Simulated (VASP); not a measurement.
# HfN (F-43m) in VASP: further runs

HfN is run at these levels: r2SCAN; tasks: single point.

Everything below comes from runs of VASP 6.6.1. Logs are shortened: lines on timing, memory, paths and dates and some standing lists are left out, and cuts for length are marked.

## (1) The cell of the first run

It takes space group F-43m (No. 216, cubic). The conventional cell has a = 4.910 Å, b = 4.910 Å, c = 4.910 Å, α = 90.00°, β = 90.00°, γ = 90.00°. Hf (site symmetry -43m) has 4 N at 2.13 Å within 2.8 Å. N (site symmetry -43m) has 4 Hf at 2.13 Å within 2.8 Å.

## (2) Single point, r2SCAN

Contents of POSCAR:

```
HfN
1.0
    3.4716430000      0.0000000000      0.0000000000
    1.7358215000      3.0065310309      0.0000000000
    1.7358215000      1.0021770103      2.8345846397
Hf N
1 1
Direct
    0.0000000000      0.0000000000      0.0000000000
    0.7500000000      0.7500000000      0.7500000000
```

Contents of INCAR.step1:

```
SYSTEM = HfN
PREC = Accurate ; ENCUT = 520
ISMEAR = 1 ; SIGMA = 0.3
LREAL = .False. ; LASPH = .True.
NELM = 80 ; NBANDS = 14
GGA = PE ; ALGO = Normal
EDIFF = 1E-4 ; LWAVE = .True.
LCHARG = .False.
```

Contents of INCAR.step2:

```
SYSTEM = HfN
PREC = Accurate ; ENCUT = 520
EDIFF = 1E-6 ; ISMEAR = 1
SIGMA = 0.3 ; LREAL = .False.
LASPH = .True. ; NELM = 80
ALGO = Normal ; ISIF = 2
LWAVE = .False. ; LCHARG = .True.
METAGGA = R2SCAN ; LMIXTAU = .True.
LELF = .True. ; LVHAR = .True.
NBANDS = 14 ; ISTART = 1
```

Contents of KPOINTS:

```
Automatic mesh
0
Gamma
  12 12 12
  0 0 0
```

Potentials or basis: VASP PAW PBE potentials, release 64 (Hf_pv, N).

Launch:

```sh
cat potpaw_PBE.64/Hf_pv/POTCAR potpaw_PBE.64/N/POTCAR > POTCAR
cp INCAR.step1 INCAR
mpirun -np 1 vasp_std > vasp.out
cp INCAR.step2 INCAR
mpirun -np 1 vasp_std > vasp.out
```

OUTCAR:

```text
SYSTEM = HfN
   PREC = Accurate
   ENCUT = 520
   EDIFF = 1E-6
   ISMEAR = 1
   LREAL = .False.
   LASPH = .True.
   NELM = 80
   ISIF = 2
   METAGGA = R2SCAN
   ISTART = 1

 ion  position               nearest neighbor table
   1  0.000  0.000  0.000-   2 2.13   2 2.13   2 2.13   2 2.13
   2  0.750  0.750  0.750-   1 2.13   1 2.13   1 2.13   1 2.13

  LATTYP: Found a face centered cubic cell.
 ALAT       =     4.9096446144

  Lattice vectors:

 A1 = (   3.4716430000,   0.0000000000,   0.0000000000)
 A2 = (   1.7358215000,   3.0065310309,   0.0000000000)
 A3 = (   1.7358215000,   1.0021770103,   2.8345846397)

Analysis of symmetry for initial positions (statically):
=====================================================================
 Subroutine PRICEL returns:
 Original cell was already a primitive cell.

 Routine SETGRP: Setting up the symmetry group for a
 face centered cubic supercell.

 Subroutine GETGRP returns: Found 24 space group operations
 (whereof 24 operations were pure point group operations)
 out of a pool of 48 trial point group operations.

The static configuration has the point symmetry T_d .

Analysis of symmetry for dynamics (positions and initial velocities):
=====================================================================
 Subroutine PRICEL returns:
 Original cell was already a primitive cell.

 Routine SETGRP: Setting up the symmetry group for a
 face centered cubic supercell.

 Subroutine GETGRP returns: Found 24 space group operations
 (whereof 24 operations were pure point group operations)
 out of a pool of 48 trial point group operations.

The dynamic configuration has the point symmetry T_d .

 Subroutine INISYM returns: Found 24 space group operations
 (whereof 24 operations are pure point group operations),
 and found     1 'primitive' translations

----------------------------------------------------------------------------------------

                                     Primitive cell

  volume of cell :      29.5863

  direct lattice vectors                    reciprocal lattice vectors
     3.471643000  0.000000000  0.000000000     0.288048051 -0.166304620 -0.117595124
     1.735821500  3.006531031  0.000000000     0.000000000  0.332609240 -0.117595124
     1.735821500  1.002177010  2.834584640     0.000000000  0.000000000  0.352785373

  length of vectors
     3.471643000  3.471643000  3.471643000     0.352785373  0.352785373  0.352785373

  position of ions in fractional coordinates (direct lattice)
     0.000000000  0.000000000  0.000000000
     0.750000000  0.750000000  0.750000000

  ion indices of the primitive-cell ions
   primitive index   ion index
                 1           1
                 2           2

----------------------------------------------------------------------------------------

 KPOINTS: Automatic mesh

Automatic generation of k-mesh.
 Grid dimensions read from file:
 generate k-points for:   12   12   12

 Generating k-lattice:

  Cartesian coordinates                     Fractional coordinates (reciprocal lattice)
     0.024004004 -0.013858718 -0.009799594     0.083333333  0.000000000  0.000000000
     0.000000000  0.027717437 -0.009799594     0.000000000  0.083333333 -0.000000000
     0.000000000  0.000000000  0.029398781     0.000000000  0.000000000  0.083333333

  Length of vectors
     0.029398781  0.029398781  0.029398781

  Shift w.r.t. Gamma in fractional coordinates (k-lattice)
     0.000000000  0.000000000  0.000000000

 Subroutine IBZKPT returns following result:
 ===========================================

 Found     72 irreducible k-points:

 Following reciprocal coordinates:
            Coordinates               Weight
  0.000000  0.000000  0.000000      1.000000
  0.083333 -0.000000 -0.000000      8.000000
  0.166667 -0.000000 -0.000000      8.000000
  0.250000 -0.000000 -0.000000      8.000000
  0.333333 -0.000000  0.000000      8.000000
  0.416667 -0.000000 -0.000000      8.000000
[... 16 lines left out ...]
  0.500000  0.166667 -0.000000     24.000000
 -0.416667  0.166667  0.000000     24.000000
 [... further k-points ...]
   k-points           NKPTS =     72   k-points in BZ     NKDIM =     72   number of bands    NBANDS=     14
   number of dos      NEDOS =    301   number of ions     NIONS =      2
   total plane-waves  NPLWV =  21952
   dimension x,y,z NGX =    28 NGY =   28 NGZ =   28
   dimension x,y,z NGXF=    56 NGYF=   56 NGZF=   56
   ions per type =               1   1
   NGX,Y,Z   is equivalent  to a cutoff of  13.41, 13.41, 13.41 a.u.
   NGXF,Y,Z  is equivalent  to a cutoff of  26.82, 26.82, 26.82 a.u.
 SYSTEM =  HfN
   PREC   = accura    normal or accurate (medium, high low for compatibility)
   ISTART =      1    job   : 0-new  1-cont  2-samecut
   ICHARG =      0    charge: 1-file 2-atom 10-const
   ISPIN  =      1    spin polarized calculation?
   LNONCOLLINEAR =      F non collinear calculations
   LSORBIT =      F    spin-orbit coupling
   LASPH  =      T    aspherical Exc in radial PAW
   ENCUT  =  520.0 eV  38.22 Ry    6.18 a.u.   6.45  6.45  6.45*2*pi/ulx,y,z
   NELM   =     80;   NELMIN=  2; NELMDL=  0     # of ELM steps
   EDIFF  = 0.1E-05   stopping-criterion for ELM
   LREAL  =      F    real-space projection
   EDIFFG = 0.1E-04   stopping-criterion for IOM
   NSW    =      0    number of steps for IOM
   IBRION =     -1    ionic relax: 0-MD 1-quasi-New 2-CG
   NFREE  =      0    steps in history (QN), initial steepest desc. (CG)
   ISIF   =      2    stress and relaxation
   ISYM   =      2    0-nonsym 1-usesym 2-fastsym
   POTIM  = 0.5000    time-step for ionic-motion
   TEBEG  =    0.0;   TEEND  =   0.0 temperature during run
   PSTRESS=    0.0 pullay stress
   NELECT =      15.0000    total number of electrons
   NUPDOWN=      -1.0000    fix difference up-down
   EMIN   =  10.00;   EMAX   =-10.00  energy-range for DOS
   EFERMI =   0.00;   METHOD = LEGACY
   ISMEAR =     1;   SIGMA  =   0.30  broadening in eV -4-tet -1-fermi 0-gaus
   EFERMI_NEDOS =   21; number of points for ismear=-14 and -15
   IALGO  =     38    algorithm
   IMIX   =      4    mixing-type and parameters
     AMIX     =   0.40;   BMIX     =  1.00
     AMIX_MAG =   1.60;   BMIX_MAG =  1.00
  volume/ion in A,a.u.               =      14.79        99.83
  Fermi-wavevector in a.u.,A,eV,Ry     =   1.305395  2.466838 23.185082  1.704055
  Thomas-Fermi vector in A             =   2.436267
   LORBIT       =      0    0 simple, 1 ext, 2 COOP (PROOUT), +10 PAW based schemes
   METAGGA = R2SCAN    functional components
   LHFCALC =     F    Hartree Fock is set to
   AEXX    =    0.0000 exact exchange contribution
   IVDW    =     0    specifies the selected vdW correction
   LEPSILON=     F    determine dielectric tensor
   LRPA    =     F    only Hartree local field effects (RPA)
 non-spin polarized calculation
 Methfessel and Paxton  Order N= 1 SIGMA  =   0.30
  energy-cutoff  :      520.00
  volume of cell :       29.59
 maximum number of plane-waves:       821
 NGX is ok and might be reduce to    28
   NGX = 13   NGY = 13   NGZ = 13

 number of electron      15.0000001 magnetization

 Free energy of the ion-electron system (eV)
  ---------------------------------------------------
  ext. energy  EPLUGINS =         0.00000000
  ---------------------------------------------------
  free energy    TOTEN  =       -57.70837253 eV

  energy without entropy =      -57.70419229  energy(sigma->0) =      -57.70697911

 E-fermi :   5.7987     XC(G=0): -11.9469

 val. band max:        5.6673859282   @ k =   0.2500   0.2500  -0.0000
 cond. band min:       5.8073506646   @ k =  -0.3333   0.2500   0.0000
 fundamental gap:      0.1399647364
 Fermi energy:         5.7986843474

 k-point     1 :       0.0000    0.0000    0.0000
  band No.  band energies     occupation
      1     -26.5731      2.00000
      2     -26.5731      2.00000
      3     -26.5731      2.00000
      4     -11.4587      2.00000
      5      -0.0307      2.00000
      6      -0.0307      2.00000
      7      -0.0307      2.00000
      8       5.0973      2.00463
      9       8.2429     -0.00000
     10       8.2429     -0.00000
     11      12.6880      0.00000
     12      12.6880      0.00000
     13      12.6880      0.00000
     14      16.9748      0.00000

 k-point     2 :       0.0833   -0.0000   -0.0000
  band No.  band energies     occupation
      1     -26.6076      2.00000
      2     -26.5775      2.00000
      3     -26.5775      2.00000
      4     -11.3776      2.00000
      5      -0.1865      2.00000
      6       0.0215      2.00000
      7       0.0215      2.00000
      8       5.4866      2.05761
      9       8.1217     -0.00000
     10       8.1217     -0.00000
     11      12.4883      0.00000
     12      12.8551      0.00000
     13      12.8551      0.00000
     14      16.9748      0.00000

 k-point     3 :       0.1667   -0.0000   -0.0000
  band No.  band energies     occupation
      1     -26.7005      2.00000
      2     -26.5894      2.00000
      3     -26.5894      2.00000
      4     -11.1618      2.00000
      5      -0.4760      2.00000
      6       0.1586      2.00000
      7       0.1586      2.00000
      8       6.4079     -0.01445
      9       7.9046     -0.00000
     10       7.9046     -0.00000
     11      12.0466      0.00000
     12      13.1138      0.00000
     13      13.1138      0.00000
     14      16.6420      0.00000

 k-point     4 :       0.2500   -0.0000   -0.0000
  band No.  band energies     occupation
      1     -26.8241      2.00000
      2     -26.6056      2.00000
      3     -26.6056      2.00000
      4     -10.8828      2.00000
      5      -0.6429      2.00000
      6       0.3293      2.00000
      7       0.3293      2.00000
      8       7.3353     -0.00000
      9       7.8328     -0.00000
     10       7.8328     -0.00000
     11      11.6306     -0.00000
     12      13.0334      0.00000
     13      13.0334      0.00000
     14      14.9609      0.00000

 k-point     5 :       0.3333   -0.0000    0.0000
  band No.  band energies     occupation
      1     -26.9443      2.00000
      2     -26.6218      2.00000
      3     -26.6218      2.00000
      4     -10.6255      2.00000
      5      -0.5907      2.00000
      6       0.4758      2.00000
      7       0.4758      2.00000
      8       7.7120     -0.00000
      9       8.0386     -0.00000
     10       8.0386     -0.00000
     11      11.1901     -0.00000
[... 276 lines left out ...]
 k-point    22 :       0.4167    0.1667    0.0000
  band No.  band energies     occupation
      1     -26.9691      2.00000
      2     -26.6831      2.00000
      3     -26.6613      2.00000
      4     -10.4025      2.00000
      5      -0.7016      2.00000
      6       0.6332      2.00000
      7       0.8463      2.00000
      8       6.2841     -0.04446
      9       8.1207     -0.00000
     10       9.0792     -0.00000
     11      11.5507     -0.00000
     12      11.7891     -0.00000
     13      12.9568      0.00000
     14      15.3444      0.00000

 k-point    23 :       0.5000    0.1667   -0.0000
  band No.  band energies     occupation
      1     -27.0194      2.00000
      2     -26.7081      2.00000
      3     -26.6625      2.00000
      4     -10.2846      2.00000
      5      -0.3616      2.00000
      6       0.5527      2.00000
      7       0.8855      2.00000
      8       6.2416     -0.05738
      9       8.1266     -0.00000
     10       8.8878     -0.00000
     11      11.3971     -0.00000
     12      11.7886     -0.00000
     13      12.5567      0.00000
     14      15.8290      0.00000

 k-point    24 :      -0.4167    0.1667    0.0000
  band No.  band energies     occupation
      1     -27.0233      2.00000
      2     -26.7226      2.00000
      3     -26.6540      2.00000
      4     -10.2702      2.00000
      5      -0.1346      2.00000
      6       0.3932      2.00000
      7       0.8463      2.00000
      8       6.3060     -0.03788
      9       8.2328     -0.00000
     10       8.5272     -0.00000
     11      11.6161     -0.00000
     12      11.9368      0.00000
     13      12.2847      0.00000
     14      15.9290      0.00000

 [... further k-points ...]

------------------------ aborting loop because EDIFF is reached ----------------------------------------

  FORCE on cell =-STRESS in cart. coord.  units (eV):
  Direction    XX          YY          ZZ          XY          YZ          ZX
  --------------------------------------------------------------------------------------
  -------------------------------------------------------------------------------------
  Total       -0.6434462     -0.6434462     -0.6434462      0.0000000      0.0000000      0.0000000
  in kB      -34.8443707    -34.8443707    -34.8443707      0.0000000      0.0000000      0.0000000
  external PRESSURE =     -34.8443707 kB  Pullay stress =       0.0000000 kB

 VOLUME and BASIS-vectors are now :
 -----------------------------------------------------------------------------
  energy-cutoff  :      520.00
  volume of cell :       29.59
      direct lattice vectors                 reciprocal lattice vectors
     3.471643000  0.000000000  0.000000000     0.288048051 -0.166304620 -0.117595124
     1.735821500  3.006531031  0.000000000     0.000000000  0.332609240 -0.117595124
     1.735821500  1.002177010  2.834584640     0.000000000  0.000000000  0.352785373

 POSITION                                       TOTAL-FORCE (eV/Angst)
 -----------------------------------------------------------------------------------
      0.00000      0.00000      0.00000        -0.000000      0.000000     -0.000000
      5.20746      3.00653      2.12594         0.000000     -0.000000      0.000000
 -----------------------------------------------------------------------------------
    total drift:                               -0.000001     -0.000001     -0.000000

  FREE ENERGIE OF THE ION-ELECTRON SYSTEM (eV)
  ---------------------------------------------------
  free  energy   TOTEN  =       -57.7083725260 eV

  energy  without entropy=      -57.7041922905  energy(sigma->0) =      -57.70697911
```

Run time: 3.5 min. Hardware: 1 thread of Intel Xeon 8259CL, shared host; peak memory 0.19 GiB.

Results:

| Property | Result |
| --- | --- |
| Free energy | -57.7084 eV |
| Pressure | -3.5 GPa |

Caveat: the PAW data sets were made with another functional, which shifts forces and pressure a little; spin-orbit coupling is left out, which moves the levels of the heavy elements.

## (3) Single point, r2SCAN

POSCAR is that of step 2.

Contents of INCAR.step1:

```
SYSTEM = HfN
PREC = Accurate
ENCUT = 520
ISMEAR = 1
SIGMA = 0.2
LREAL = .FALSE.
LASPH = .TRUE.
NELM = 60
NBANDS = 14
GGA = PE
ALGO = Normal
EDIFF = 1E-4
LWAVE = .TRUE.
LCHARG = .FALSE.
```

Contents of INCAR.step2:

```
SYSTEM = HfN
PREC = Accurate
ENCUT = 520
EDIFF = 1E-7
ISMEAR = 1
SIGMA = 0.2
LREAL = .FALSE.
LASPH = .TRUE.
NELM = 60
ALGO = Normal
ISIF = 2
LWAVE = .FALSE.
LCHARG = .FALSE.
METAGGA = R2SCAN
LMIXTAU = .TRUE.
NBANDS = 14
ISTART = 1
```

Contents of KPOINTS:

```
regular mesh
0
G
  12 12 12
  0 0 0
```

Potentials or basis: VASP PAW PBE potentials, release 64 (Hf_pv, N).

Launch:

```sh
cat potpaw_PBE.64/Hf_pv/POTCAR potpaw_PBE.64/N/POTCAR > POTCAR
cp INCAR.step1 INCAR
mpirun -np 1 vasp_std > vasp.out
cp INCAR.step2 INCAR
mpirun -np 1 vasp_std > vasp.out
```

It took 3.9 min on 1 thread of Intel Xeon 8259CL, shared host; peak memory 0.19 GiB.

The run converged. Its results:

```
Free energy : -57.7067 eV
Pressure    : -3.4 GPa
```

Levels at points of the mesh, in eV from the Fermi level:
```csv
k point,band 4,band 5,band 6,band 7,band 8,band 9,band 10,band 11
"(0.00, 0.00, 0.00)",-17.26,-5.83,-5.83,-5.83,-0.70,2.44,2.44,6.89
"(0.50, 0.00, 0.00)",-16.19,-6.10,-5.21,-5.21,1.54,2.96,2.96,4.66
"(0.50, 0.50, 0.00)",-15.83,-7.20,-3.96,-3.96,-1.29,2.46,4.30,4.82
```

Caveat: the PAW data sets were made with another functional, which shifts forces and pressure a little; spin-orbit coupling is left out, which moves the levels of the heavy elements.

[end of part 1 of 2]
